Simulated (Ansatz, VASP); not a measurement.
# Two plane-wave programs on Ir

```
Ir
1.0
     2.71907    0.00000    0.00000
    -1.35953    2.35478    0.00000
     0.00000    0.00000    4.40838
Ir
2
Direct
  0.33333 0.66667 0.25000
  0.66667 0.33333 0.75000
```

Alike in both runs: functional PBEsol; k mesh 18 × 18 × 10; occupations gaussian, width 0.1 eV; no spin polarisation.

Ansatz relaxed the structure, and its values are those at the end. VASP's run is a single point on that final structure, the one shown.

|  | VASP | Ansatz |
| --- | --- | --- |
| version | VASP 6.6.1 | Ansatz 0.2.0 |
| potentials or method | VASP PAW PBE potentials, release 64 (Ir_sv_GW), cutoff 560 eV | scalar-relativistic, plane waves, PAW |
| valence electrons in the cell | 34 | 34 |

|  | VASP | Ansatz | Ansatz less VASP |
| --- | --- | --- | --- |
| gap on the k mesh at the Fermi level (eV) | none | none | - |
| pressure (GPa) | -1.9 | 0.0 | +1.80 |

VASP's potentials were made for PBE, not for PBEsol. A gap of «none» marks a metal or a gap that the smearing closes.

Spin-orbit coupling is off throughout.
